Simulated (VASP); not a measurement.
Input of a VASP 6.6.1 run:

INCAR

```
SYSTEM = K
  PREC = Accurate
  ENCUT = 500
  EDIFF = 1E-6
  ISMEAR = -1
  SIGMA = 0.1
  LREAL = .False.
  LASPH = .True.
  NELM = 120
  ALGO = Normal
  ISIF = 2
  LWAVE = .False.
  LCHARG = .False.
  GGA = PS
  NBANDS = 10
  GGA_COMPAT = .False.
```

The input KPOINTS:

```
regular mesh
0
Gamma
  2 2 2
  0 0 0
```

POSCAR

```
K
1.0
    4.3104394900      0.0000000000      0.0000000000
    0.0000000000      4.3104394900      0.0000000000
    0.0000000000      0.0000000000      4.3104394900
K
1
Direct
    0.0000000000      0.0000000000      0.0000000000
```

Potentials or basis: VASP PAW PBE potentials, release 64 (K_sv).

Launch:

```sh
$ cat potpaw_PBE.64/K_sv/POTCAR > POTCAR
$ mpirun -np 1 vasp_std > vasp.out
```

(1) Predict the pressure.

## Answers

(1) 0.3 GPa.

Caveat: the k points lie up to 0.73 Å⁻¹ apart; the PAW data sets were made with another functional, which shifts forces and pressure a little.
